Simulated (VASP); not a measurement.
**SiO2: single point with LDA**

Crystal: SiO2.

```xyz
15
Lattice="6.8871 0.0000 0.0000 0.0000 6.8871 0.0000 0.0000 0.0000 6.4001" Properties=species:S:1:pos:R:3 pbc="T T T"
Si    1.8543    0.0000    0.7636
Si    0.0000    5.0327    5.6365
Si    0.0000    1.8543    5.6365
Si    5.0327    0.0000    0.7636
Si    0.0000    0.0000    3.2001
O     1.3216    0.0000    2.2821
O     0.0000    5.5654    4.1180
O     0.0000    1.3216    4.1180
O     5.5654    0.0000    2.2821
O     1.3185    1.3185    0.0000
O     1.3185    5.5685    0.0000
O     5.5685    1.3185    0.0000
O     5.5685    5.5685    0.0000
O     3.4435    0.0000    0.7726
O     0.0000    3.4435    5.6275
```

* Program: VASP 6.6.1
* Task: single point
* Functional: LDA
* Potentials or basis: VASP PAW LDA potentials, release 64 (Si, O)
* Cutoff: 520 eV
* k mesh: 4 × 4 × 4
* Occupations: gaussian, width 0.02 eV
* Spin: no spin polarisation

- Pressure: 0.4 GPa
- Largest force: 0.086 eV/Å
- Band gap on the k mesh: 5.64 eV (least direct gap 5.69 eV)

Forces on the atoms (eV/Å):
```
Si   0.084  0.000  0.020
Si   0.000 -0.084 -0.020
Si   0.000  0.084 -0.020
Si  -0.084  0.000  0.020
Si   0.000  0.000  0.000
O    0.010  0.000  0.014
O    0.000 -0.010 -0.014
O    0.000  0.010 -0.014
O   -0.010  0.000  0.014
O    0.014  0.014  0.000
O    0.014 -0.014  0.000
O   -0.014  0.014  0.000
O   -0.014 -0.014  0.000
O    0.000  0.000 -0.003
O    0.000  0.000  0.003
```

Levels at points of the mesh, in eV from the valence-band top:
```csv
k point,band 36,band 37,band 38,band 39,band 40,band 41,band 42,band 43,band 44,band 45
"(0.00, 0.00, 0.00)",-1.09,-0.97,-0.76,-0.76,-0.05,5.64,8.42,8.51,8.90,9.00
"(0.50, 0.00, 0.00)",-1.11,-0.88,-0.59,-0.38,-0.02,6.41,7.12,8.57,8.91,9.09
"(0.50, 0.50, 0.00)",-1.33,-0.40,-0.39,-0.39,0.00,7.19,7.69,7.69,7.94,8.70
"(0.00, 0.00, 0.50)",-1.03,-0.96,-0.64,-0.47,-0.47,6.69,7.15,8.35,8.77,9.01
"(0.50, 0.00, 0.50)",-1.08,-0.69,-0.47,-0.45,-0.21,7.38,7.82,7.83,8.01,8.44
"(0.50, 0.50, 0.50)",-1.09,-0.57,-0.31,-0.21,-0.21,8.06,8.07,8.07,8.37,8.47
```

It took 5 min on 1 thread of AMD EPYC 9R45 96-Core Processor (Zen 5), on a shared host, peak memory 0.35 GiB.

A k mesh can miss the band edges.
